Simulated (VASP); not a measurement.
**KTaO3: relaxation of cell and atoms with r2SCAN**

KTaO3:

```
CELL_PARAMETERS angstrom
3.98830 0.00000 0.00000
0.00000 3.98830 0.00000
0.00000 0.00000 3.98830
ATOMIC_POSITIONS crystal
Ta 0.00000 0.00000 0.00000
K 0.50000 0.50000 0.50000
O 0.00000 0.00000 0.50000
O 0.00000 0.50000 0.00000
O 0.50000 0.00000 0.00000
```

```yaml
Program: VASP 6.6.1
Task: relaxation of cell and atoms
Functional: r2SCAN
Potentials_or_basis: VASP PAW PBE potentials, release 64 (Ta_pv, K_sv, O)
Cutoff: 600 eV
k_mesh: 7 × 7 × 7
Occupations: fermi-dirac, width 0.05 eV
Spin: no spin polarisation
Dipole_correction: no
Further_INCAR_settings: ALGO = Normal; EDIFF = 1e-06; IBRION = 2; EDIFFG = -0.01; NSW = 60; ISIF = 3
```

| Quantity | Value |
| --- | --- |
| Relaxed volume | 12.75 Å³/atom |
| Relaxed cell | a = 3.995 Å, b = 3.995 Å, c = 3.995 Å, α = 90.00°, β = 90.00°, γ = 90.00° |
| Space group after relaxing (to 0.1 Å) | Pm-3m (No. 221) |
| Energy gained by relaxing | 0.2 meV/atom |
| Ionic steps | 3 |
| Pressure after relaxing | 0.0 GPa |
| Band gap on the k mesh | 2.65 eV (least direct gap 3.24 eV) |

Step by step:
```csv
step,energy change (eV),largest force (eV/Å),pressure (GPa),volume (Å³)
1,0.0000,0.0000,1.04,63.44
2,0.0011,0.0000,-1.47,64.20
3,-0.0010,0.0000,0.01,63.75
```

Final structure:
```
Ta K O
1.0
     3.99480    0.00000    0.00000
     0.00000    3.99480    0.00000
     0.00000    0.00000    3.99480
Ta K O
1 1 3
Direct
  0.00000 0.00000 0.00000
  0.50000 0.50000 0.50000
  0.00000 0.00000 0.50000
  0.00000 0.50000 0.00000
  0.50000 0.00000 0.00000
```

Levels at points of the mesh, in eV from the valence-band top:
```tsv
k point	band 16	band 17	band 18	band 19	band 20	band 21	band 22	band 23
(0.00, 0.00, 0.00)	-1.03	-0.59	-0.59	-0.59	2.65	2.65	2.65	7.08
```

Wall time 3.5 min on 1 thread of AMD EPYC 7R13 (shared host), peak memory 0.22 GiB.

Caveat: the PAW data sets were made with another functional, which shifts forces and pressure a little; spin-orbit coupling is left out, which moves the levels of the heavy elements; an odd mesh through Γ misses points on the zone boundary, where band edges can lie. Zero-point motion and thermal expansion aren't in these numbers.
